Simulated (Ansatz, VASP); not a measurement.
# One calculation of SnO2, two programs

INCAR

```
SYSTEM = SnO2
  PREC = Accurate
  ENCUT = 910
  EDIFF = 1E-6
  ISMEAR = 0
  SIGMA = 0.01
  LREAL = .FALSE.
  LASPH = .TRUE.
  NELM = 120
  ALGO = Normal
  ISIF = 2
  LWAVE = .FALSE.
  LCHARG = .FALSE.
  GGA = PS
  NBANDS = 20
  GGA_COMPAT = .FALSE.
```

File KPOINTS:

```
Automatic mesh
0
G
  6 6 6
  0 0 0
```

The input POSCAR:

```
SnO2
1.0
    1.6170930800      0.9336291200      4.8005925800
   -1.6170930800      0.9336291200      4.8005925800
    0.0000000000     -1.8672582400      4.8005925800
Sn O
1 2
Direct
    0.5000000007      0.5000000007      0.5000000007
    0.2402619682      0.2340780323      0.2371700002
    0.7628300005      0.7628300005      0.7628300005
```

Input for Ansatz:

```yaml
crystal:
  lattice:
    - [1.61709308, 0.93362912, 4.80059258]
    - [-1.61709308, 0.93362912, 4.80059258]
    - [0.0, -1.86725824, 4.80059258]
  atoms:
    - { symbol: Sn, position: [0.5000000006943587, 0.5000000006943587, 0.5000000006943587] }
    - { symbol: O, position: [0.2402619682015077, 0.23407803227123952, 0.2371700002363736] }
    - { symbol: O, position: [0.7628300004579852, 0.7628300004579852, 0.7628300004579852] }
basis:
  ecutwfc: 517.016338673772
kpoints:
  mp_grid:
    grid: [6, 6, 6]
    shift: [0.0, 0.0, 0.0]
hamiltonian:
  xc: pbesol
scf:
  convergence:
    dr2_threshold: 1.0e-10
  occupations:
    method: fixed
output:
  forces: true
```

Alike in both runs: task single point; functional PBEsol; k mesh 6 × 6 × 6; no spin polarisation.

|  | VASP | Ansatz |
| --- | --- | --- |
| version | VASP 6.6.1 | Ansatz 0.2.0 |
| potentials or method | VASP PAW PBE potentials, release 64 (Sn_d, O_h), cutoff 910 eV | plane waves, PAW |
| occupations | gaussian, width 0.01 eV | fixed |
| valence electrons in the cell | 26 | 26 |

Ansatz gave:

```
rms of the force components (eV/Å) : 0.191
```

Q: What did VASP give for the same quantities?

A: rms of the force components (eV/Å): 0.166.

VASP's potentials were made for PBE, not for PBEsol. Atom by atom the forces differ by 0.026 eV/Å (rms over components).

Noted on VASP's run: the cutoff is under 1.25 times that of the potentials, so the pressure is a little rough.
